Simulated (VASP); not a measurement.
# MgHgBr3 (P-62m) in VASP: single point with PBE

Aim: the single point of MgHgBr3 with PBE.

All numbers are computed with VASP 6.6.1; they aren't measurements. Logs are shortened: lines on timing, memory, paths and dates and some standing lists are left out, and cuts for length are marked.

## 1. The cell of the first run

It takes space group P-62m (No. 189, hexagonal). The conventional cell has a = 5.406 Å, b = 5.406 Å, c = 7.021 Å, α = 90.00°, β = 90.00°, γ = 120.00°. Within 4.6 Å of Mg (site symmetry -62m) lie 2 Hg at 3.51 Å and 6 Br at 4.01 Å. Within 2.6 Å of Hg (site symmetry -62m) lie 3 Br at 1.93 Å. Within 2.6 Å of Br (site symmetry m2m) lie 1 Hg at 1.93 Å.

The cell was built from a structure type or drawn by symmetry, and may not be a known phase.

## 2. Single point, PBE

File INCAR:

```
SYSTEM = MgHgBr3
PREC = Accurate
ENCUT = 520
EDIFF = 1E-6
ISMEAR = 0
SIGMA = 0.1
LREAL = .False.
LASPH = .True.
NELM = 100
ALGO = Normal
ISIF = 2
LWAVE = .False.
LCHARG = .False.
GGA = PE
NBANDS = 26
```

File KPOINTS:

```
regular mesh
0
Gamma
  6 6 4
  0 0 0
```

File POSCAR:

```
MgHgBr3
1.0
    5.4063965700      0.0000000000      0.0000000000
   -2.7031982900      4.6820767800      0.0000000000
    0.0000000000      0.0000000000      7.0211965100
Mg Hg Br
1 1 3
Direct
    0.0000000000      0.0000000000      0.5000000000
    0.0000000000      0.0000000000      0.0000000000
    0.3568320100      0.0000000000      0.0000000000
    0.0000000000      0.3568320100      0.0000000000
    0.6431679900      0.6431679900      0.0000000000
```

Potentials or basis: VASP PAW PBE potentials, release 64 (Mg, Hg, Br).

Launch:

```console
cat potpaw_PBE.64/Mg/POTCAR potpaw_PBE.64/Hg/POTCAR potpaw_PBE.64/Br/POTCAR > POTCAR
mpirun -np 1 vasp_std > vasp.out
```

OUTCAR:

```text
SYSTEM = MgHgBr3
   PREC = Accurate
   ENCUT = 520
   EDIFF = 1E-6
   ISMEAR = 0
   LREAL = .False.
   LASPH = .True.
   NELM = 100
   ISIF = 2
   GGA = PE

 ion  position               nearest neighbor table
   1  0.000  0.000  0.500-   2 3.51   2 3.51
   2  0.000  0.000  0.000-   3 1.93   5 1.93   4 1.93   1 3.51   1 3.51
   3  0.357  0.000  0.000-   2 1.93
   4  0.000  0.357  0.000-   2 1.93
   5  0.643  0.643  0.000-   2 1.93

  LATTYP: Found a hexagonal cell.
 ALAT       =     5.4063965700
 C/A-ratio  =     1.2986832207

  Lattice vectors:

 A1 = (   5.4063965700,   0.0000000000,   0.0000000000)
 A2 = (  -2.7031982900,   4.6820767800,   0.0000000000)
 A3 = (   0.0000000000,   0.0000000000,   7.0211965100)

Analysis of symmetry for initial positions (statically):
=====================================================================
 Subroutine PRICEL returns:
 Original cell was already a primitive cell.

 Routine SETGRP: Setting up the symmetry group for a
 hexagonal supercell.

 Subroutine GETGRP returns: Found 12 space group operations
 (whereof 12 operations were pure point group operations)
 out of a pool of 24 trial point group operations.

The static configuration has the point symmetry D_3h.

Analysis of symmetry for dynamics (positions and initial velocities):
=====================================================================
 Subroutine PRICEL returns:
 Original cell was already a primitive cell.

 Routine SETGRP: Setting up the symmetry group for a
 hexagonal supercell.

 Subroutine GETGRP returns: Found 12 space group operations
 (whereof 12 operations were pure point group operations)
 out of a pool of 24 trial point group operations.

The dynamic configuration has the point symmetry D_3h.

 Subroutine INISYM returns: Found 12 space group operations
 (whereof 12 operations are pure point group operations),
 and found     1 'primitive' translations

----------------------------------------------------------------------------------------

                                     Primitive cell

  volume of cell :     177.7287

  direct lattice vectors                    reciprocal lattice vectors
     5.406396570  0.000000000  0.000000000     0.184966084  0.106790218  0.000000000
[... 86 lines left out ...]
   ENCUT  =  520.0 eV  38.22 Ry    6.18 a.u.  10.05 10.05 13.05*2*pi/ulx,y,z
   NELM   =    100;   NELMIN=  2; NELMDL= -5     # of ELM steps
   EDIFF  = 0.1E-05   stopping-criterion for ELM
   LREAL  =      F    real-space projection
   EDIFFG = 0.1E-04   stopping-criterion for IOM
   NSW    =      0    number of steps for IOM
   IBRION =     -1    ionic relax: 0-MD 1-quasi-New 2-CG
   NFREE  =      0    steps in history (QN), initial steepest desc. (CG)
   ISIF   =      2    stress and relaxation
   ISYM   =      2    0-nonsym 1-usesym 2-fastsym
   POTIM  = 0.5000    time-step for ionic-motion
   TEBEG  =    0.0;   TEEND  =   0.0 temperature during run
   PSTRESS=    0.0 pullay stress
   NELECT =      35.0000    total number of electrons
   NUPDOWN=      -1.0000    fix difference up-down
   EMIN   =  10.00;   EMAX   =-10.00  energy-range for DOS
   EFERMI =   0.00;   METHOD = LEGACY
   ISMEAR =     0;   SIGMA  =   0.10  broadening in eV -4-tet -1-fermi 0-gaus
   EFERMI_NEDOS =   21; number of points for ismear=-14 and -15
   IALGO  =     38    algorithm
   IMIX   =      4    mixing-type and parameters
     AMIX     =   0.40;   BMIX     =  1.00
     AMIX_MAG =   1.60;   BMIX_MAG =  1.00
  volume/ion in A,a.u.               =      35.55       239.87
  Fermi-wavevector in a.u.,A,eV,Ry     =   0.952456  1.799881 12.342834  0.907173
  Thomas-Fermi vector in A             =   2.081021
   LORBIT       =      0    0 simple, 1 ext, 2 COOP (PROOUT), +10 PAW based schemes
   GGA     = PE    functional components
   LHFCALC =     F    Hartree Fock is set to
   AEXX    =    0.0000 exact exchange contribution
   IVDW    =     0    specifies the selected vdW correction
   LEPSILON=     F    determine dielectric tensor
   LRPA    =     F    only Hartree local field effects (RPA)
 non-spin polarized calculation
 Gauss-broadening in eV      SIGMA  =   0.10
  energy-cutoff  :      520.00
  volume of cell :      177.73
 maximum number of plane-waves:      4830
   NGX = 21   NGY = 21   NGZ = 27

 number of electron      35.0000000 magnetization

 Free energy of the ion-electron system (eV)
  ---------------------------------------------------
  ext. energy  EPLUGINS =         0.00000000
  ---------------------------------------------------
  free energy    TOTEN  =         9.04579803 eV

  energy without entropy =        9.05531039  energy(sigma->0) =        9.05055421

 E-fermi :   1.1491     XC(G=0):  -7.2331

 val. band max:        1.0394821671   @ k =   0.3333   0.3333   0.5000
 cond. band min:       1.1777108749   @ k =   0.1667   0.1667   0.0000
 fundamental gap:      0.1382287078
 Fermi energy:         1.1490650518

 k-point     1 :       0.0000    0.0000    0.0000
  band No.  band energies     occupation
      1     -18.0511      2.00000
      2     -16.3457      2.00000
      3     -16.3457      2.00000
      4      -9.6259      2.00000
      5      -9.6259      2.00000
      6      -9.5260      2.00000
[... 598 lines left out ...]
     25       7.0961      0.00000
     26       7.7963      0.00000

------------------------ aborting loop because EDIFF is reached ----------------------------------------

  FORCE on cell =-STRESS in cart. coord.  units (eV):
  Direction    XX          YY          ZZ          XY          YZ          ZX
  --------------------------------------------------------------------------------------
  -------------------------------------------------------------------------------------
  Total       76.9401715     76.9401718      1.9419915     -0.0000001     -0.0000000      0.0000000
  in kB      693.5953520    693.5953542     17.5065410     -0.0000007     -0.0000000      0.0000000
  external PRESSURE =     468.2324157 kB  Pullay stress =       0.0000000 kB

 VOLUME and BASIS-vectors are now :
 -----------------------------------------------------------------------------
  energy-cutoff  :      520.00
  volume of cell :      177.73
      direct lattice vectors                 reciprocal lattice vectors
     5.406396570  0.000000000  0.000000000     0.184966084  0.106790218  0.000000000
    -2.703198290  4.682076780  0.000000000     0.000000000  0.213580436  0.000000000
     0.000000000  0.000000000  7.021196510     0.000000000  0.000000000  0.142425867

 POSITION                                       TOTAL-FORCE (eV/Angst)
 -----------------------------------------------------------------------------------
      0.00000      0.00000      3.51060         0.000000     -0.000000      0.000000
      0.00000      0.00000      0.00000        -0.000000      0.000000      0.000000
      1.92918      0.00000      0.00000        22.990578     -0.000000     -0.000000
     -0.96459      1.67071      0.00000       -11.495289     19.910424      0.000000
      1.73861      3.01136      0.00000       -11.495289    -19.910424      0.000000
 -----------------------------------------------------------------------------------
    total drift:                                0.000001      0.000002     -0.000001

  FREE ENERGIE OF THE ION-ELECTRON SYSTEM (eV)
  ---------------------------------------------------
  free  energy   TOTEN  =         9.0457980339 eV

  energy  without entropy=        9.0553103889  energy(sigma->0) =        9.05055421
```

OSZICAR:

```text
N       E                     dE             d eps       ncg     rms          rms(c)
DAV:   1     0.268533517032E+03    0.26853E+03   -0.14357E+04  1092   0.110E+03
DAV:   2     0.301293260299E+02   -0.23840E+03   -0.22287E+03  1364   0.245E+02
DAV:   3     0.781146668014E+01   -0.22318E+02   -0.22127E+02  1242   0.744E+01
DAV:   4     0.749990408228E+01   -0.31156E+00   -0.31070E+00  1400   0.963E+00
DAV:   5     0.749558789490E+01   -0.43162E-02   -0.43117E-02  1340   0.106E+00    0.530E+01
DAV:   6     0.887761297063E+01    0.13820E+01   -0.26487E+00  1490   0.219E+01    0.365E+01
DAV:   7     0.898526086060E+01    0.10765E+00   -0.20306E+00  1210   0.109E+01    0.282E+00
DAV:   8     0.904317964711E+01    0.57919E-01   -0.66948E-01  1240   0.943E+00    0.350E+00
DAV:   9     0.904572563286E+01    0.25460E-02   -0.66097E-02  1250   0.172E+00    0.141E+00
DAV:  10     0.904540188502E+01   -0.32375E-03   -0.42690E-03  1362   0.314E-01    0.413E-01
DAV:  11     0.904577147024E+01    0.36959E-03   -0.21211E-03  1342   0.440E-01    0.108E-01
DAV:  12     0.904580014005E+01    0.28670E-04   -0.16194E-04  1226   0.149E-01    0.322E-02
DAV:  13     0.904579666605E+01   -0.34740E-05   -0.91706E-05  1266   0.977E-02    0.306E-02
DAV:  14     0.904579851842E+01    0.18524E-05   -0.20540E-05  1258   0.541E-02    0.116E-02
DAV:  15     0.904579803392E+01   -0.48450E-06   -0.40060E-06  1174   0.136E-02
   1 F= 0.90457980E+01 E0= 0.90505542E+01  d E =-.951236E-02
```

Run time: 88 s. Hardware: 1 thread of Intel Xeon Platinum 8488C (Sapphire Rapids), shared host; peak memory 0.33 GiB.

Results:

| Property | Result |
| --- | --- |
| Free energy | 9.0458 eV |
| Pressure | 46.8 GPa |
| Largest force | 22.991 eV/Å |
| Band gap on the k mesh | zero (an odd number of electrons rules out a gap without spin polarisation) |

Forces in eV/Å, atoms in the order of the input:
```
Mg    0.000   0.000   0.000
Hg    0.000   0.000   0.000
Br   22.991   0.000   0.000
Br  -11.495  19.910   0.000
Br  -11.495 -19.910   0.000
```

Caveat: the cell stands under pressure; spin-orbit coupling is left out, which moves the levels of the heavy elements; an odd number of electrons without spin polarisation forces a metal; a magnetic or distorted state may lie lower.
